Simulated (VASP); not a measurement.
# Re in VASP: further runs

The runs below take Re through single point, with PBE.

All numbers are computed with VASP 6.6.1; they aren't measurements. Logs are shortened: lines on timing, memory, paths and dates and some standing lists are left out, and cuts for length are marked.

### 1 The cell of the first run

The typed cell holds 4 atoms: a = 5.077 Å, b = 5.077 Å, c = 4.469 Å, α = 90.00°, β = 90.00°, γ = 146.16°.

### 2 Single point, PBE

INCAR

```
SYSTEM = Re
PREC = Accurate ; ENCUT = 520
EDIFF = 1E-6 ; ISMEAR = 0
SIGMA = 0.1 ; LREAL = .FALSE.
LASPH = .TRUE. ; NELM = 100
ALGO = Normal ; ISIF = 2
LWAVE = .FALSE. ; LCHARG = .FALSE.
GGA = PE ; NBANDS = 22
```

KPOINTS

```
regular mesh
0
G
  6 6 4
  0 0 0
```

POSCAR

```
Re
1.0
    1.4777192238     -4.8572471264      0.0000000000
    1.4777192238      4.8572471264      0.0000000000
    0.0000000000      0.0000000000      4.4688836648
Re
4
Direct
    0.1399365125      0.8600634875      1.0000317119
    0.6399365125      0.3600634875      0.4999682881
    0.8600634875      0.1399365125     -0.0000317119
    0.3600634875      0.6399365125      0.5000317119
```

Potentials or basis: VASP PAW PBE potentials, release 64 (Re).

Command:

```console
$ cat potpaw_PBE.64/Re/POTCAR > POTCAR
$ mpirun -np 1 vasp_std > vasp.out
```

OUTCAR:

```text
SYSTEM = Re
   PREC = Accurate
   ENCUT = 520
   EDIFF = 1E-6
   ISMEAR = 0
   LREAL = .FALSE.
   LASPH = .TRUE.
   NELM = 100
   ISIF = 2
   GGA = PE

 ion  position               nearest neighbor table
   1  0.140  0.860  0.000-   3 2.60   3 2.60   2 2.68   2 2.68   2 2.68   2 2.68   3 2.72   4 3.09
                             4 3.09
   2  0.640  0.360  0.500-   4 2.60   4 2.60   1 2.68   1 2.68   1 2.68   1 2.68   4 2.72   3 3.09
                             3 3.09
   3  0.860  0.140  1.000-   1 2.60   1 2.60   4 2.68   4 2.68   4 2.68   4 2.68   1 2.72   2 3.09
                             2 3.09
   4  0.360  0.640  0.500-   2 2.60   2 2.60   3 2.68   3 2.68   3 2.68   3 2.68   2 2.72   1 3.09
                             1 3.09

  LATTYP: Found a base centered orthorhombic cell.
 ALAT       =     2.9554384476
 B/A-ratio  =     3.2869891981
 C/A-ratio  =     1.5120882211

  Lattice vectors:

 A1 = (   1.4777192238,  -4.8572471264,   0.0000000000)
 A2 = (   1.4777192238,   4.8572471264,   0.0000000000)
 A3 = (   0.0000000000,   0.0000000000,   4.4688836648)

Analysis of symmetry for initial positions (statically):
=====================================================================
 Subroutine PRICEL returns:
 Original cell was already a primitive cell.

 Routine SETGRP: Setting up the symmetry group for a
 base centered orthorhombic supercell.

 Subroutine GETGRP returns: Found  8 space group operations
 (whereof  4 operations were pure point group operations)
 out of a pool of  8 trial point group operations.

The static configuration has the point symmetry C_2h.
 The point group associated with its full space group is D_2h.

Analysis of symmetry for dynamics (positions and initial velocities):
=====================================================================
 Subroutine PRICEL returns:
 Original cell was already a primitive cell.

 Routine SETGRP: Setting up the symmetry group for a
 base centered orthorhombic supercell.

 Subroutine GETGRP returns: Found  8 space group operations
 (whereof  4 operations were pure point group operations)
 out of a pool of  8 trial point group operations.

The dynamic configuration has the point symmetry C_2h.
 The point group associated with its full space group is D_2h.

 Subroutine INISYM returns: Found  8 space group operations
 (whereof  4 operations are pure point group operations),
 and found     1 'primitive' translations

----------------------------------------------------------------------------------------

                                     Primitive cell

  volume of cell :      64.1521

  direct lattice vectors                    reciprocal lattice vectors
     1.477719224 -4.857247126  0.000000000     0.338359271 -0.102938967  0.000000000
     1.477719224  4.857247126  0.000000000     0.338359271  0.102938967  0.000000000
     0.000000000  0.000000000  4.468883665     0.000000000  0.000000000  0.223769531

  length of vectors
     5.077056603  5.077056603  4.468883665     0.353671355  0.353671355  0.223769531

  position of ions in fractional coordinates (direct lattice)
     0.139936513  0.860063487  0.000031712
     0.639936513  0.360063487  0.499968288
     0.860063487  0.139936513  0.999968288
     0.360063487  0.639936513  0.500031712

  ion indices of the primitive-cell ions
   primitive index   ion index
                 1           1
                 2           2
                 3           3
                 4           4

----------------------------------------------------------------------------------------

 KPOINTS: regular mesh

Automatic generation of k-mesh.
 Grid dimensions read from file:
 generate k-points for:    6    6    4

 Generating k-lattice:

  Cartesian coordinates                     Fractional coordinates (reciprocal lattice)
     0.056393212 -0.017156494  0.000000000     0.166666667  0.000000000  0.000000000
     0.056393212  0.017156494  0.000000000     0.000000000  0.166666667  0.000000000
     0.000000000  0.000000000  0.055942383     0.000000000  0.000000000  0.250000000

  Length of vectors
     0.058945226  0.058945226  0.055942383

  Shift w.r.t. Gamma in fractional coordinates (k-lattice)
     0.000000000  0.000000000  0.000000000

 Subroutine IBZKPT returns following result:
 ===========================================

 Found     39 irreducible k-points:

 Following reciprocal coordinates:
            Coordinates               Weight
  0.000000  0.000000  0.000000      1.000000
  0.166667  0.000000  0.000000      4.000000
  0.333333  0.000000  0.000000      4.000000
  0.500000  0.000000  0.000000      2.000000
  0.166667  0.166667  0.000000      2.000000
  0.333333  0.166667  0.000000      4.000000
[... 16 lines left out ...]
  0.333333  0.333333  0.250000      4.000000
  0.500000  0.333333  0.250000      8.000000
 [... further k-points ...]
   k-points           NKPTS =     39   k-points in BZ     NKDIM =     39   number of bands    NBANDS=     22
   number of dos      NEDOS =    301   number of ions     NIONS =      4
   total plane-waves  NPLWV =  57600
   dimension x,y,z NGX =    40 NGY =   40 NGZ =   36
   dimension x,y,z NGXF=    80 NGYF=   80 NGZF=   72
   ions per type =               4
   NGX,Y,Z   is equivalent  to a cutoff of  13.10, 13.10, 13.39 a.u.
   NGXF,Y,Z  is equivalent  to a cutoff of  26.20, 26.20, 26.78 a.u.
 SYSTEM =  Re
   PREC   = accura    normal or accurate (medium, high low for compatibility)
   ISTART =      0    job   : 0-new  1-cont  2-samecut
   ICHARG =      2    charge: 1-file 2-atom 10-const
   ISPIN  =      1    spin polarized calculation?
   LNONCOLLINEAR =      F non collinear calculations
   LSORBIT =      F    spin-orbit coupling
   LASPH  =      T    aspherical Exc in radial PAW
   ENCUT  =  520.0 eV  38.22 Ry    6.18 a.u.   9.44  9.44  8.31*2*pi/ulx,y,z
   NELM   =    100;   NELMIN=  2; NELMDL= -5     # of ELM steps
   EDIFF  = 0.1E-05   stopping-criterion for ELM
   LREAL  =      F    real-space projection
   EDIFFG = 0.1E-04   stopping-criterion for IOM
   NSW    =      0    number of steps for IOM
   IBRION =     -1    ionic relax: 0-MD 1-quasi-New 2-CG
   NFREE  =      0    steps in history (QN), initial steepest desc. (CG)
   ISIF   =      2    stress and relaxation
   ISYM   =      2    0-nonsym 1-usesym 2-fastsym
   POTIM  = 0.5000    time-step for ionic-motion
   TEBEG  =    0.0;   TEEND  =   0.0 temperature during run
   PSTRESS=    0.0 pullay stress
   NELECT =      28.0000    total number of electrons
   NUPDOWN=      -1.0000    fix difference up-down
   EMIN   =  10.00;   EMAX   =-10.00  energy-range for DOS
   EFERMI =   0.00;   METHOD = LEGACY
   ISMEAR =     0;   SIGMA  =   0.10  broadening in eV -4-tet -1-fermi 0-gaus
   EFERMI_NEDOS =   21; number of points for ismear=-14 and -15
   IALGO  =     38    algorithm
   IMIX   =      4    mixing-type and parameters
     AMIX     =   0.40;   BMIX     =  1.00
     AMIX_MAG =   1.60;   BMIX_MAG =  1.00
  volume/ion in A,a.u.               =      16.04       108.23
  Fermi-wavevector in a.u.,A,eV,Ry     =   1.241816  2.346691 20.981626  1.542106
  Thomas-Fermi vector in A             =   2.376197
   LORBIT       =      0    0 simple, 1 ext, 2 COOP (PROOUT), +10 PAW based schemes
   GGA     = PE    functional components
   LHFCALC =     F    Hartree Fock is set to
   AEXX    =    0.0000 exact exchange contribution
   IVDW    =     0    specifies the selected vdW correction
   LEPSILON=     F    determine dielectric tensor
   LRPA    =     F    only Hartree local field effects (RPA)
 non-spin polarized calculation
 Gauss-broadening in eV      SIGMA  =   0.10
  energy-cutoff  :      520.00
  volume of cell :       64.15
 maximum number of plane-waves:      1752
 NGX is ok and might be reduce to    40

 number of electron      28.0000002 magnetization

 Free energy of the ion-electron system (eV)
  ---------------------------------------------------
  ext. energy  EPLUGINS =         0.00000000
  ---------------------------------------------------
  free energy    TOTEN  =       -46.95008270 eV

  energy without entropy =      -46.93770472  energy(sigma->0) =      -46.94389371

 E-fermi :   7.5536     XC(G=0): -13.1667

 val. band max:        7.4750853185   @ k =   0.3333   0.3333   0.0000
 cond. band min:       7.5797722532   @ k =   0.5000   0.1667   0.2500
 fundamental gap:      0.1046869347
 Fermi energy:         7.5535840138

 k-point     1 :       0.0000    0.0000    0.0000
  band No.  band energies     occupation
      1      -2.4206      2.00000
      2       0.7613      2.00000
      3       0.8411      2.00000
      4       0.9827      2.00000
      5       1.6408      2.00000
      6       3.6539      2.00000
[... 14 lines left out ...]
     21      11.4713      0.00000
     22      11.4979      0.00000

 k-point     2 :       0.1667    0.0000    0.0000
  band No.  band energies     occupation
      1      -1.6633      2.00000
      2       1.3698      2.00000
      3       1.4934      2.00000
      4       1.5983      2.00000
      5       2.2380      2.00000
      6       3.6963      2.00000
[... 14 lines left out ...]
     21      11.0800      0.00000
     22      11.5140      0.00000

 k-point     3 :       0.3333    0.0000    0.0000
  band No.  band energies     occupation
      1       0.2213      2.00000
      2       2.3684      2.00000
      3       2.6075      2.00000
      4       3.0604      2.00000
      5       3.1528      2.00000
      6       3.2797      2.00000
[... 14 lines left out ...]
     21      10.3227      0.00000
     22      13.1134      0.00000

 k-point     4 :       0.5000    0.0000    0.0000
  band No.  band energies     occupation
      1       1.9419      2.00000
      2       1.9419      2.00000
      3       2.8528      2.00000
      4       2.8528      2.00000
      5       3.1009      2.00000
      6       3.1009      2.00000
[... 14 lines left out ...]
     21      11.2464      0.00000
     22      11.2464      0.00000

 k-point     5 :       0.1667    0.1667    0.0000
  band No.  band energies     occupation
      1       0.0391      2.00000
      2       2.2495      2.00000
      3       2.7544      2.00000
      4       2.9336      2.00000
      5       3.3192      2.00000
      6       3.3443      2.00000
[... 14 lines left out ...]
     21      10.3670      0.00000
     22      13.7436      0.00000

 k-point     6 :       0.3333    0.1667    0.0000
  band No.  band energies     occupation
      1       1.6972      2.00000
      2       2.2077      2.00000
      3       2.5090      2.00000
      4       3.0422      2.00000
      5       3.1612      2.00000
      6       3.1879      2.00000
[... 14 lines left out ...]
     21      11.0146      0.00000
     22      11.5938      0.00000

 k-point     7 :       0.5000    0.1667    0.0000
  band No.  band energies     occupation
      1       0.7166      2.00000
      2       2.3476      2.00000
      3       2.4956      2.00000
      4       2.6633      2.00000
      5       2.9551      2.00000
      6       3.1782      2.00000
[... 324 lines left out ...]
      6       3.5344      2.00000
[... 14 lines left out ...]
     21      10.7437      0.00000
     22      11.5621      0.00000

 k-point    21 :      -0.3333    0.1667    0.2500
  band No.  band energies     occupation
      1      -0.6411      2.00000
      2       1.6490      2.00000
      3       1.7368      2.00000
      4       2.0954      2.00000
      5       2.3843      2.00000
      6       3.2229      2.00000
[... 14 lines left out ...]
     21      10.6095      0.00000
     22      11.1119      0.00000

 k-point    22 :      -0.1667    0.1667    0.2500
  band No.  band energies     occupation
      1      -1.4820      2.00000
      2       1.0263      2.00000
      3       1.2910      2.00000
      4       1.5900      2.00000
      5       1.9116      2.00000
      6       3.7704      2.00000
[... 14 lines left out ...]
     21       9.9768      0.00000
     22      10.0162      0.00000

 k-point    23 :       0.3333    0.3333    0.2500
  band No.  band energies     occupation
      1       1.1417      2.00000
      2       1.2453      2.00000
      3       1.7021      2.00000
      4       2.3880      2.00000
      5       2.5444      2.00000
      6       3.3458      2.00000
[... 14 lines left out ...]
     21      11.1075      0.00000
     22      11.2721      0.00000

 k-point    24 :       0.5000    0.3333    0.2500
  band No.  band energies     occupation
      1       0.0068      2.00000
      2       1.1447      2.00000
      3       2.0497      2.00000
      4       2.1818      2.00000
      5       2.6402      2.00000
      6       2.7727      2.00000
[... 14 lines left out ...]
     21      10.7744      0.00000
     22      11.2143      0.00000

 [... further k-points ...]

------------------------ aborting loop because EDIFF is reached ----------------------------------------

  FORCE on cell =-STRESS in cart. coord.  units (eV):
  Direction    XX          YY          ZZ          XY          YZ          ZX
  --------------------------------------------------------------------------------------
  -------------------------------------------------------------------------------------
  Total       -0.2367520     -0.4134559     -0.1452846      0.0000000     -0.0000000      0.0000000
  in kB       -5.9127977    -10.3259161     -3.6284312      0.0000000     -0.0000000      0.0000000
  external PRESSURE =      -6.6223816 kB  Pullay stress =       0.0000000 kB

 VOLUME and BASIS-vectors are now :
 -----------------------------------------------------------------------------
  energy-cutoff  :      520.00
  volume of cell :       64.15
      direct lattice vectors                 reciprocal lattice vectors
     1.477719224 -4.857247126  0.000000000     0.338359271 -0.102938967  0.000000000
     1.477719224  4.857247126  0.000000000     0.338359271  0.102938967  0.000000000
     0.000000000  0.000000000  4.468883665     0.000000000  0.000000000  0.223769531

 POSITION                                       TOTAL-FORCE (eV/Angst)
 -----------------------------------------------------------------------------------
      1.47772      3.49783      0.00014         0.000000     -0.049972     -0.001705
      1.47772     -1.35941      2.23430         0.000000     -0.049972      0.001705
      1.47772     -3.49783      4.46874         0.000000      0.049972      0.001705
      1.47772      1.35941      2.23458         0.000000      0.049972     -0.001705
 -----------------------------------------------------------------------------------
    total drift:                               -0.000000     -0.000000     -0.000000

  FREE ENERGIE OF THE ION-ELECTRON SYSTEM (eV)
  ---------------------------------------------------
  free  energy   TOTEN  =       -46.9500827014 eV

  energy  without entropy=      -46.9377047241  energy(sigma->0) =      -46.94389371
```

Wall time 31 s (1 thread of Intel Xeon 6975P-C (Granite Rapids), shared host); peak memory 0.24 GiB.

Results:

```
Free energy            : -46.9501 eV
Pressure               : -0.7 GPa
Largest force          : 0.050 eV/Å
Band gap on the k mesh : zero (bands 14 and 15 overlap by 1.50 eV)
```

Forces on the atoms (eV/Å):
```
Re   0.000 -0.050 -0.002
Re   0.000 -0.050  0.002
Re   0.000  0.050  0.002
Re   0.000  0.050 -0.002
```

Caveat: the k points lie up to 0.37 Å⁻¹ apart, too coarse for converged energies and pressures of a metal; spin-orbit coupling is left out, which moves the levels of the heavy elements.

### 3 Single point, PBE

This run uses another cell than the first one: it holds 2 atoms, not 4.

INCAR

```
ALGO     = Normal         # electronic algorithm
EDIFF    = 1E-7           # SCF threshold, eV
ENCUT    = 520            # plane-wave cutoff, eV
GGA      = PE             # functional
ISIF     = 2              # what is computed and relaxed
ISMEAR   = 0              # smearing method
LASPH    = T              # aspherical terms in the spheres
LCHARG   = T              # write CHGCAR
LELF     = T              # ELF
LREAL    = F              # projectors in reciprocal space
LVHAR    = T            
LWAVE    = F              # write WAVECAR
NBANDS   = 14             # bands
NELM     = 100            # most SCF steps
PREC     = Accurate       # precision mode
SIGMA    = 0.1            # smearing width, eV
```

KPOINTS

```
k-points
0
Gamma
  22 22 22
```

POSCAR

```
Re
1.0
    0.0000000000      2.2389843661      4.8705487610
    1.4708224423      0.0000000000      4.8705487610
    1.4708224423      2.2389843661      0.0000000000
Re
2
Direct
    0.8600758862      0.8600758862      0.1399241138
    0.1399241138      0.1399241138      0.8600758862
```

Potentials or basis: VASP PAW PBE potentials, release 64 (Re).

Command:

```console
$ cat potpaw_PBE.64/Re/POTCAR > POTCAR
$ mpirun -np 1 vasp_std > vasp.out
```

Wall time 5.5 min (1 thread of Intel Xeon 6975P-C (Granite Rapids), shared host); peak memory 0.69 GiB.

The run converged. Its results:

| Quantity | Value |
| --- | --- |
| Free energy | -23.4708 eV |
| Pressure | -0.6 GPa |
| Largest force | 0.037 eV/Å |
| Band gap on the k mesh | zero (bands 7 and 8 overlap by 3.36 eV) |

Forces on the atoms (eV/Å):
```
Re   0.000  0.000 -0.037
Re   0.000  0.000  0.037
```

Stress tensor (GPa, compression positive):
```
-0.60  0.00  0.00
 0.00 -0.44  0.00
 0.00  0.00 -0.84
```

Levels at points of the mesh, in eV from the Fermi level:
| k point | band 5 | band 6 | band 7 | band 8 | band 9 | band 10 |
| --- | --- | --- | --- | --- | --- | --- |
| (0.00, 0.00, 0.00) | -2.51 | -0.63 | -0.43 | -0.24 | 0.12 | 0.90 |
| (0.50, 0.00, 0.00) | -1.27 | -0.83 | 0.32 | 1.62 | 2.91 | 2.98 |
| (0.50, 0.50, 0.00) | -2.19 | -1.91 | -1.33 | 0.02 | 0.20 | 1.07 |
| (0.50, 0.00, 0.50) | -2.01 | 0.32 | 0.34 | 0.58 | 3.95 | 4.00 |
| (0.00, 0.50, 0.50) | -3.24 | -1.30 | 1.08 | 2.89 | 3.90 | 4.25 |

Caveat: spin-orbit coupling is left out, which moves the levels of the heavy elements.

The gap in the log of VASP goes by the Fermi energy; the results here count the filled bands.